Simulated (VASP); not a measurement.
A run of VASP 6.6.1 is set up as follows.

File INCAR:

```
ALGO     = Normal         # electronic algorithm
EDIFF    = 1E-6           # SCF threshold, eV
ENCUT    = 520            # plane-wave cutoff, eV
GGA      = PE             # functional
ISIF     = 2              # what is computed and relaxed
ISMEAR   = -1             # smearing method
LASPH    = T              # aspherical terms in the spheres
LCHARG   = F              # write CHGCAR
LREAL    = F              # projectors in reciprocal space
LWAVE    = F              # write WAVECAR
NBANDS   = 11             # bands
NELM     = 60             # most SCF steps
PREC     = Accurate       # precision mode
SIGMA    = 0.08           # smearing width, eV
```

File KPOINTS:

```
k-points
0
Gamma
  10 10 10
```

Contents of POSCAR:

```
Sr
1.0
    0.0000000000      3.0116170907      3.0116170907
    3.0116170907      0.0000000000      3.0116170907
    3.0116170907      3.0116170907      0.0000000000
Sr
1
Direct
    0.0000000000      0.0000000000      0.0000000000
```

Potentials or basis: VASP PAW PBE potentials, release 64 (Sr_sv).

Command:

```sh
$ cat potpaw_PBE.64/Sr_sv/POTCAR > POTCAR
$ mpirun -np 1 vasp_std > vasp.out
```

Q: Estimate the pressure.

A: 0.1 GPa.

Q: Predict the band gap on the k mesh.

A: Zero (bands 5 and 6 overlap by 0.04 eV).
